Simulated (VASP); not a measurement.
Set up this calculation in VASP 6.6.1, as the native input.

```yaml
Task: relaxation of cell and atoms
Functional: r2SCAN
Potentials_or_basis: VASP PAW PBE potentials, release 64 (Re)
Cutoff: 600 eV
k_mesh: 10 × 10 × 6
Occupations: methfessel-paxton, width 0.05 eV
Spin: no spin polarisation
Dipole_correction: no
Further_INCAR_settings: ALGO = Normal; EDIFF = 1e-06; IBRION = 2; EDIFFG = -0.01; NSW = 80; ISIF = 3
```

Crystal: Re.

```xyz
2
Lattice="2.7500 0.0000 0.0000 -1.3750 2.3816 0.0000 0.0000 0.0000 4.4908" Properties=species:S:1:pos:R:3 pbc="T T T"
Re    0.0000    1.5877    1.1227
Re    1.3750    0.7939    3.3681
```

One way to write it, as run:

POSCAR

```
Re
1.0
    2.7500000000      0.0000000000      0.0000000000
   -1.3750000000      2.3815698604      0.0000000000
    0.0000000000      0.0000000000      4.4907500000
Re
2
Direct
    0.3333333333      0.6666666667      0.2500000000
    0.6666666667      0.3333333333      0.7500000000
```

INCAR.step1

```
PREC = Accurate ; ENCUT = 600
ISMEAR = 1 ; SIGMA = 0.05
LREAL = F ; LASPH = T
NELM = 60 ; GGA = PE
ALGO = Normal ; EDIFF = 1E-4
LWAVE = T ; LCHARG = F
```

INCAR.step2

```
PREC = Accurate ; ENCUT = 600
EDIFF = 1E-6 ; ISMEAR = 1
SIGMA = 0.05 ; LREAL = F
LASPH = T ; NELM = 60
ALGO = Normal ; ISIF = 3
LWAVE = F ; LCHARG = F
METAGGA = R2SCAN ; LMIXTAU = T
IBRION = 2 ; NSW = 80
EDIFFG = -0.01 ; ISTART = 1
```

KPOINTS

```
regular mesh
0
Gamma
  10 10 6
```

Potentials or basis: VASP PAW PBE potentials, release 64 (Re).

The run is started by

```bash
$ cat potpaw_PBE.64/Re/POTCAR > POTCAR
$ cp INCAR.step1 INCAR
$ mpirun -np 1 vasp_std > vasp.out
$ cp INCAR.step2 INCAR
$ mpirun -np 1 vasp_std > vasp.out
```

Results of the run:

```yaml
Relaxed_volume: 14.69 Å³/atom
Relaxed_cell: a = 2.759 Å, b = 2.759 Å, c = 4.458 Å, α = 90.00°, β = 90.00°, γ = 120.00°
Space_group_after_relaxing_to_0.1_Å: P6_3/mmc (No. 194)
Energy_gained_by_relaxing: 2.0 meV/atom
Ionic_steps: 6
Pressure_after_relaxing: 0.0 GPa
Band_gap_on_the_k_mesh: zero (bands 7 and 8 overlap by 3.36 eV)
```

Caveat: the PAW data sets were made with another functional, which shifts forces and pressure a little; spin-orbit coupling is left out, which moves the levels of the heavy elements.

Run time: 2.3 min on 1 thread of Intel(R) Xeon(R) 6975P-C (Granite Rapids), with other jobs on the host, peak memory 0.17 GiB.
